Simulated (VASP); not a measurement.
# SnSe (I4mm) in VASP: further runs, part 2 of 2

VASP 6.6.1. Earlier steps stand in the parts before.

**3. Single point, PBEsol**

Contents of INCAR:

```
PREC = Accurate
ENCUT = 520
EDIFF = 1E-6
ISMEAR = 0
SIGMA = 0.05
LREAL = False
LASPH = True
NELM = 60
ALGO = Normal
ISIF = 2
LWAVE = False
LCHARG = False
GGA = PS
NBANDS = 17
```

Contents of KPOINTS:

```
Automatic mesh
0
Gamma
  8 8 8
```

Contents of POSCAR:

```
SnSe
1.0
    0.0000000000      2.9727546651      2.9727546651
    2.9727546651      0.0000000000      2.9727546651
    2.9727546651      2.9727546651      0.0000000000
Sn Se
1 1
Direct
    0.0000000000      0.0000000000      0.0000000000
    0.4621563120      0.4621563120      0.5378436880
```

Potentials or basis: VASP PAW PBE potentials, release 64 (Sn_d, Se).

On the command line:

```sh
cat potpaw_PBE.64/Sn_d/POTCAR potpaw_PBE.64/Se/POTCAR > POTCAR
mpirun -np 1 vasp_std > vasp.out
```

OUTCAR:

```text
PREC = Accurate
   ENCUT = 520
   EDIFF = 1E-6
   ISMEAR = 0
   LREAL = False
   LASPH = True
   NELM = 60
   ISIF = 2
   GGA = PS

 ion  position               nearest neighbor table
   1  0.000  0.000  0.000-   2 2.75   2 2.98   2 2.98   2 2.98   2 2.98   2 3.20
   2  0.462  0.462  0.538-   1 2.75   1 2.98   1 2.98   1 2.98   1 2.98   1 3.20

  LATTYP: Found a face centered cubic cell.
 ALAT       =     5.9455093302

  Lattice vectors:

 A1 = (   0.0000000000,   2.9727546651,   2.9727546651)
 A2 = (   2.9727546651,   0.0000000000,   2.9727546651)
 A3 = (   2.9727546651,   2.9727546651,   0.0000000000)

Analysis of symmetry for initial positions (statically):
=====================================================================
 Subroutine PRICEL returns:
 Original cell was already a primitive cell.

 Routine SETGRP: Setting up the symmetry group for a
 face centered cubic supercell.

 Subroutine GETGRP returns: Found  8 space group operations
 (whereof  8 operations were pure point group operations)
 out of a pool of 48 trial point group operations.

The static configuration has the point symmetry C_4v.

Analysis of symmetry for dynamics (positions and initial velocities):
=====================================================================
 Subroutine PRICEL returns:
 Original cell was already a primitive cell.

 Routine SETGRP: Setting up the symmetry group for a
 face centered cubic supercell.

 Subroutine GETGRP returns: Found  8 space group operations
 (whereof  8 operations were pure point group operations)
 out of a pool of 48 trial point group operations.

The dynamic configuration has the point symmetry C_4v.

 Subroutine INISYM returns: Found  8 space group operations
 (whereof  8 operations are pure point group operations),
 and found     1 'primitive' translations

----------------------------------------------------------------------------------------

                                     Primitive cell

  volume of cell :      52.5421

  direct lattice vectors                    reciprocal lattice vectors
     0.000000000  2.972754665  2.972754665    -0.168194169  0.168194169  0.168194169
     2.972754665  0.000000000  2.972754665     0.168194169 -0.168194169  0.168194169
     2.972754665  2.972754665  0.000000000     0.168194169  0.168194169 -0.168194169

  length of vectors
     4.204109965  4.204109965  4.204109965     0.291320846  0.291320846  0.291320846

  position of ions in fractional coordinates (direct lattice)
     0.000000000  0.000000000  0.000000000
     0.462156312  0.462156312  0.537843688

  ion indices of the primitive-cell ions
   primitive index   ion index
                 1           1
                 2           2

----------------------------------------------------------------------------------------

 KPOINTS: Automatic mesh

Automatic generation of k-mesh.
 Grid dimensions read from file:
 generate k-points for:    8    8    8

 Generating k-lattice:

  Cartesian coordinates                     Fractional coordinates (reciprocal lattice)
    -0.021024271  0.021024271  0.021024271     0.125000000  0.000000000  0.000000000
     0.021024271 -0.021024271  0.021024271     0.000000000  0.125000000  0.000000000
     0.021024271  0.021024271 -0.021024271     0.000000000  0.000000000  0.125000000

  Length of vectors
     0.036415106  0.036415106  0.036415106

  Shift w.r.t. Gamma in fractional coordinates (k-lattice)
     0.000000000  0.000000000  0.000000000

 Subroutine IBZKPT returns following result:
 ===========================================

 Found     59 irreducible k-points:

 Following reciprocal coordinates:
            Coordinates               Weight
  0.000000  0.000000  0.000000      1.000000
  0.125000  0.000000  0.000000      8.000000
  0.250000  0.000000  0.000000      8.000000
  0.375000  0.000000  0.000000      8.000000
  0.500000  0.000000  0.000000      4.000000
  0.125000  0.125000  0.000000      2.000000
[... 16 lines left out ...]
  0.000000  0.375000  0.250000     16.000000
  0.500000  0.250000  0.000000      8.000000
 [... further k-points ...]
   k-points           NKPTS =     59   k-points in BZ     NKDIM =     59   number of bands    NBANDS=     17
   number of dos      NEDOS =    301   number of ions     NIONS =      2
   total plane-waves  NPLWV =  32768
   dimension x,y,z NGX =    32 NGY =   32 NGZ =   32
   dimension x,y,z NGXF=    64 NGYF=   64 NGZF=   64
   ions per type =               1   1
   NGX,Y,Z   is equivalent  to a cutoff of  12.65, 12.65, 12.65 a.u.
   NGXF,Y,Z  is equivalent  to a cutoff of  25.31, 25.31, 25.31 a.u.
 SYSTEM =  unknown system
   PREC   = accura    normal or accurate (medium, high low for compatibility)
   ISTART =      0    job   : 0-new  1-cont  2-samecut
   ICHARG =      2    charge: 1-file 2-atom 10-const
   ISPIN  =      1    spin polarized calculation?
   LNONCOLLINEAR =      F non collinear calculations
   LSORBIT =      F    spin-orbit coupling
   LASPH  =      T    aspherical Exc in radial PAW
   ENCUT  =  520.0 eV  38.22 Ry    6.18 a.u.   7.82  7.82  7.82*2*pi/ulx,y,z
   NELM   =     60;   NELMIN=  2; NELMDL= -5     # of ELM steps
   EDIFF  = 0.1E-05   stopping-criterion for ELM
   LREAL  =      F    real-space projection
   EDIFFG = 0.1E-04   stopping-criterion for IOM
   NSW    =      0    number of steps for IOM
   IBRION =     -1    ionic relax: 0-MD 1-quasi-New 2-CG
   NFREE  =      0    steps in history (QN), initial steepest desc. (CG)
   ISIF   =      2    stress and relaxation
   ISYM   =      2    0-nonsym 1-usesym 2-fastsym
   POTIM  = 0.5000    time-step for ionic-motion
   TEBEG  =    0.0;   TEEND  =   0.0 temperature during run
   PSTRESS=    0.0 pullay stress
   NELECT =      20.0000    total number of electrons
   NUPDOWN=      -1.0000    fix difference up-down
   EMIN   =  10.00;   EMAX   =-10.00  energy-range for DOS
   EFERMI =   0.00;   METHOD = LEGACY
   ISMEAR =     0;   SIGMA  =   0.05  broadening in eV -4-tet -1-fermi 0-gaus
   EFERMI_NEDOS =   21; number of points for ismear=-14 and -15
   IALGO  =     38    algorithm
   IMIX   =      4    mixing-type and parameters
     AMIX     =   0.40;   BMIX     =  1.00
     AMIX_MAG =   1.60;   BMIX_MAG =  1.00
  volume/ion in A,a.u.               =      26.27       177.29
  Fermi-wavevector in a.u.,A,eV,Ry     =   1.186449  2.242064 19.152396  1.407661
  Thomas-Fermi vector in A             =   2.322622
   LORBIT       =      0    0 simple, 1 ext, 2 COOP (PROOUT), +10 PAW based schemes
   GGA     = PS    functional components
   LHFCALC =     F    Hartree Fock is set to
   AEXX    =    0.0000 exact exchange contribution
   IVDW    =     0    specifies the selected vdW correction
   LEPSILON=     F    determine dielectric tensor
   LRPA    =     F    only Hartree local field effects (RPA)
 non-spin polarized calculation
 Gauss-broadening in eV      SIGMA  =   0.05
  energy-cutoff  :      520.00
  volume of cell :       52.54
 maximum number of plane-waves:      1428
   NGX = 15   NGY = 15   NGZ = 15

 number of electron      20.0000008 magnetization

 Free energy of the ion-electron system (eV)
  ---------------------------------------------------
  ext. energy  EPLUGINS =         0.00000000
  ---------------------------------------------------
  free energy    TOTEN  =        -8.96608787 eV

  energy without entropy =       -8.96608787  energy(sigma->0) =       -8.96608787

 E-fermi :   5.9484     XC(G=0):  -9.9352

 val. band max:        5.7152125516   @ k =  -0.2500   0.1250   0.0000
 cond. band min:       6.5286098257   @ k =  -0.3750   0.1250   0.0000
 fundamental gap:      0.8133972742
 Fermi energy:         5.9483992297

 k-point     1 :       0.0000    0.0000    0.0000
  band No.  band energies     occupation
      1     -15.5889      2.00000
      2     -15.5884      2.00000
      3     -15.5853      2.00000
      4     -15.5795      2.00000
      5     -15.5795      2.00000
      6      -8.3391      2.00000
[... 9 lines left out ...]
     16      12.0179      0.00000
     17      13.8317      0.00000

 k-point     2 :       0.1250    0.0000    0.0000
  band No.  band energies     occupation
      1     -15.5898      2.00000
      2     -15.5880      2.00000
      3     -15.5857      2.00000
      4     -15.5784      2.00000
      5     -15.5777      2.00000
      6      -8.2215      2.00000
[... 9 lines left out ...]
     16      12.1434      0.00000
     17      15.0035      0.00000
[... 421 lines left out ...]
 k-point    24 :       0.5000    0.2500    0.0000
  band No.  band energies     occupation
      1     -15.6088      2.00000
      2     -15.5879      2.00000
      3     -15.5878      2.00000
      4     -15.5653      2.00000
      5     -15.5620      2.00000
      6      -7.1606      2.00000
[... 9 lines left out ...]
     16      16.5190      0.00000
     17      17.3229      0.00000

 [... further k-points ...]
[... 5 lines left out ...]
  --------------------------------------------------------------------------------------
  -------------------------------------------------------------------------------------
  Total        0.0917641      0.0917641      0.7019881      0.0000000      0.0000000      0.0000000
  in kB        2.7981845      2.7981845     21.4058832      0.0000000      0.0000000      0.0000000
  external PRESSURE =       9.0007507 kB  Pullay stress =       0.0000000 kB

 VOLUME and BASIS-vectors are now :
 -----------------------------------------------------------------------------
  energy-cutoff  :      520.00
  volume of cell :       52.54
      direct lattice vectors                 reciprocal lattice vectors
     0.000000000  2.972754665  2.972754665    -0.168194169  0.168194169  0.168194169
     2.972754665  0.000000000  2.972754665     0.168194169 -0.168194169  0.168194169
     2.972754665  2.972754665  0.000000000     0.168194169  0.168194169 -0.168194169

 POSITION                                       TOTAL-FORCE (eV/Angst)
 -----------------------------------------------------------------------------------
      0.00000      0.00000      0.00000         0.000000      0.000000     -0.260523
      2.97275      2.97275      2.74775         0.000000      0.000000      0.260523
 -----------------------------------------------------------------------------------
    total drift:                                0.000000      0.000000     -0.000403

  FREE ENERGIE OF THE ION-ELECTRON SYSTEM (eV)
  ---------------------------------------------------
  free  energy   TOTEN  =        -8.9660878736 eV

  energy  without entropy=       -8.9660878736  energy(sigma->0) =       -8.96608787
```

OSZICAR:

```text
N       E                     dE             d eps       ncg     rms          rms(c)
DAV:   1     0.130666720726E+03    0.13067E+03   -0.98296E+03  2032   0.145E+03
DAV:   2     0.297885390735E+01   -0.12769E+03   -0.12349E+03  2160   0.346E+02
DAV:   3    -0.881548937687E+01   -0.11794E+02   -0.11691E+02  2441   0.919E+01
DAV:   4    -0.910602031149E+01   -0.29053E+00   -0.29034E+00  2417   0.153E+01
DAV:   5    -0.911423440852E+01   -0.82141E-02   -0.82138E-02  2914   0.251E+00    0.333E+00
DAV:   6    -0.897144791634E+01    0.14279E+00   -0.32925E-01  2994   0.390E+00    0.203E+00
DAV:   7    -0.896635304268E+01    0.50949E-02   -0.62553E-02  2411   0.128E+00    0.887E-01
DAV:   8    -0.896614857746E+01    0.20447E-03   -0.60600E-03  2569   0.660E-01    0.750E-02
DAV:   9    -0.896607705670E+01    0.71521E-04   -0.90987E-04  2850   0.246E-01    0.464E-02
DAV:  10    -0.896608613774E+01   -0.90810E-05   -0.97682E-05  2449   0.641E-02    0.908E-03
DAV:  11    -0.896608797517E+01   -0.18374E-05   -0.81536E-06  2694   0.230E-02    0.401E-03
DAV:  12    -0.896608787356E+01    0.10160E-06   -0.53888E-07  1350   0.686E-03
   1 F= -.89660879E+01 E0= -.89660879E+01  d E =-.157813E-12
```

stdout:

```text
POSCAR found type information on POSCAR SnSe
 POSCAR found :  2 types and       2 ions
 scaLAPACK will be used
 -----------------------------------------------------------------------------
|                                                                             |
|                                                                             |
|     You enforced a specific xc type in the INCAR file but a different       |
|     I HOPE YOU KNOW WHAT YOU ARE DOING!                                     |
|                                                                             |
 -----------------------------------------------------------------------------

 LDA part: xc-table for (Slater+PW92), standard interpolation
 POSCAR, INCAR and KPOINTS ok, starting setup
 FFT: planning ... GRIDC
 FFT: planning ... GRID_SOFT
 FFT: planning ... GRID
 WAVECAR not read
 entering main loop
```

Run time: 24 s. Hardware: 1 thread of AMD EPYC 9R45 (Zen 5), shared host; peak memory 0.17 GiB.

Results:

```
Free energy            : -8.9661 eV
Pressure               : 0.9 GPa
Largest force          : 0.261 eV/Å
Band gap on the k mesh : 0.81 eV, indirect (least direct gap 0.88 eV)
```

Forces on the atoms (eV/Å):
```
Sn   0.000  0.000 -0.261
Se   0.000  0.000  0.261
```

Stress tensor (GPa, compression positive):
```
0.28 0.00 0.00
0.00 0.28 0.00
0.00 0.00 2.14
```

Caveat: the cell differs from its parent crystal (all Se atoms moved +0.225 Å, as atom 2 towards its neighbour atom 1 (Sn) at 2.973 Å); the PAW data sets were made with another functional, which shifts forces and pressure a little; spin-orbit coupling is left out, which moves the levels of the heavy elements. A k mesh can miss the band edges.
